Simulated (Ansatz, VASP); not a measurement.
**Br: VASP beside Ansatz**

INCAR

```
ALGO = Normal
EDIFF = 1E-6
ENCUT = 520
GGA = PE
ISIF = 2
ISMEAR = -1
LASPH = T
LCHARG = F
LREAL = F
LWAVE = F
NBANDS = 18
NELM = 100
PREC = Accurate
SIGMA = 0.1
```

File KPOINTS:

```
k-points
0
Gamma
  8 8 10
```

Contents of POSCAR:

```
Br
1.0
    5.8205418030      0.0000000000      0.0000000000
   -2.9102709015      5.0407370652      0.0000000000
    0.0000000000      0.0000000000      2.5809045131
Br
3
Direct
    0.0000000000      0.0000000000      0.0000000000
    0.3333333333      0.6666666667      0.5000000000
    0.6666666667      0.3333333333      0.5000000000
```

Input for Ansatz:

```yaml
crystal:
  lattice:
    - [5.820541803, 0.0, 0.0]
    - [-2.9102709015, 5.0407370652, 0.0]
    - [0.0, 0.0, 2.5809045131]
  atoms:
    - { symbol: Br, position: [0.0, 0.0, 0.0] }
    - { symbol: Br, position: [0.3333333333, 0.6666666667, 0.5] }
    - { symbol: Br, position: [0.6666666667, 0.3333333333, 0.5] }
kpoints:
  mp_grid: { grid: [8, 8, 10] }
scf:
  occupations: { method: fermi_dirac, width: 0.1 }
hamiltonian:
  xc: pbe
  pseudopotentials: { kind: all_electron, lapw: { basis_error: 0.001 } }
output:
  forces: true
  stress: true
  eigenvalues: true
  populations: true
```

Change from the starting cell: volume scaled by 0.6, LAPW.

Alike in both runs: task single point; functional PBE; k mesh 8 × 8 × 10; occupations fermi-dirac, width 0.1 eV; no spin polarisation.

|  | VASP | Ansatz |
| --- | --- | --- |
| version | VASP 6.6.1 | Ansatz 0.2.0 |
| potentials or method | VASP PAW PBE potentials, release 64 (Br), cutoff 520 eV | all-electron LAPW, scalar-relativistic |

```csv
,VASP,Ansatz,Ansatz less VASP
pressure (GPa),6.1,6.1,+0.01
"traceless stress, the component that is largest in VASP (GPa)",0.20,0.21,+0.013
```

Ansatz ran all-electron here, and VASP with PAW potentials.
